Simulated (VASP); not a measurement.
Here is a VASP 6.6.1 calculation.

The input INCAR:

```
  PREC = Accurate
  ENCUT = 520
  EDIFF = 1E-6
  ISMEAR = 0
  SIGMA = 0.15
  LREAL = F
  LASPH = T
  NELM = 100
  ALGO = Fast
  ISIF = 2
  LWAVE = F
  LCHARG = T
  GGA = PE
  LELF = T
  LVHAR = T
  NBANDS = 12
```

The input KPOINTS:

```
regular mesh
0
Gamma
  20 20 20
```

File POSCAR:

```
Zn
1.0
   -0.1375037539      1.9643393415      1.8268355876
    1.9643393415     -0.1375037539      1.8268355876
    1.8268355876      1.8268355876      0.0000000000
Zn
1
Direct
    0.0000000000      0.0000000000      0.0000000000
```

Potentials or basis: VASP PAW PBE potentials, release 64 (Zn).

Command:

```sh
$ cat potpaw_PBE.64/Zn/POTCAR > POTCAR
$ mpirun -np 1 vasp_std > vasp.out
```

What does it give for the pressure?

7.8 GPa.

Estimate the band gap on the k mesh.

zero (bands 6 and 7 overlap by 4.30 eV).

Stress tensor (GPa, compression positive):
```
7.50 0.08 0.00
0.08 7.50 0.00
0.00 0.00 8.44
```

Caveat: the cell differs from its parent crystal (engineering shear strain xy -0.1400, normal strain along z -0.0700); the cell stands under pressure.
